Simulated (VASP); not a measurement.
Wanted: the native input for a VASP 6.6.1 run.

```
Task                   : single point
Functional             : r2SCAN
Potentials or basis    : VASP PAW PBE potentials, release 64 (Sn_d, O)
Cutoff                 : 520 eV
k mesh                 : 8 × 8 × 8
Occupations            : fermi-dirac, width 0.02 eV
Spin                   : no spin polarisation
Dipole correction      : no
Further INCAR settings : ALGO = Normal; EDIFF = 1e-06; NBANDS = 20
```

Crystal: SnO2.

```xyz
3
Lattice="0.0000 2.5335 2.6247 2.5335 0.0000 2.6247 2.5335 2.5335 0.0000" Properties=species:S:1:pos:R:3 pbc="T T T"
Sn    0.0000    0.0000    0.0000
O     1.2667    1.2667    1.3123
O     3.8002    3.8002    3.9370
```

This cell differs from its parent crystal: uniaxial z strain +3.6%.

These files were run (other wordings do the same):

POSCAR

```
SnO2
1.0
    0.0000000000      2.5334669704      2.6246717813
    2.5334669704      0.0000000000      2.6246717813
    2.5334669704      2.5334669704      0.0000000000
Sn O
1 2
Direct
    0.0000000000      0.0000000000      0.0000000000
    0.2500000000      0.2500000000      0.2500000000
    0.7500000000      0.7500000000      0.7500000000
```

INCAR.step1

```
PREC = Accurate
ENCUT = 520
ISMEAR = -1
SIGMA = 0.02
LREAL = F
LASPH = T
NELM = 80
NBANDS = 20
GGA = PE
ALGO = Normal
EDIFF = 1E-4
LWAVE = T
LCHARG = F
```

INCAR.step2

```
PREC = Accurate
ENCUT = 520
EDIFF = 1E-6
ISMEAR = -1
SIGMA = 0.02
LREAL = F
LASPH = T
NELM = 80
ALGO = Normal
ISIF = 2
LWAVE = F
LCHARG = F
METAGGA = R2SCAN
LMIXTAU = T
NBANDS = 20
ISTART = 1
```

KPOINTS

```
Automatic mesh
0
Gamma
  8 8 8
```

Potentials or basis: VASP PAW PBE potentials, release 64 (Sn_d, O).

Launch:

```sh
$ cat potpaw_PBE.64/Sn_d/POTCAR potpaw_PBE.64/O/POTCAR > POTCAR
$ cp INCAR.step1 INCAR
$ mpirun -np 1 vasp_std > vasp.out
$ cp INCAR.step2 INCAR
$ mpirun -np 1 vasp_std > vasp.out
```

Results of the run:

```yaml
Pressure: -6.1 GPa
Band_gap_on_the_k_mesh: 0.30 eV (least direct gap 1.61 eV)
```

Caveat: the cell differs from its parent crystal (uniaxial z strain +3.6%); the cell stands under tension; the PAW data sets were made with another functional, which shifts forces and pressure a little; spin-orbit coupling is left out, which moves the levels of the heavy elements.

Wall time 4.7 min on 1 thread of Intel Xeon 8259CL, on a shared host, peak memory 0.18 GiB.
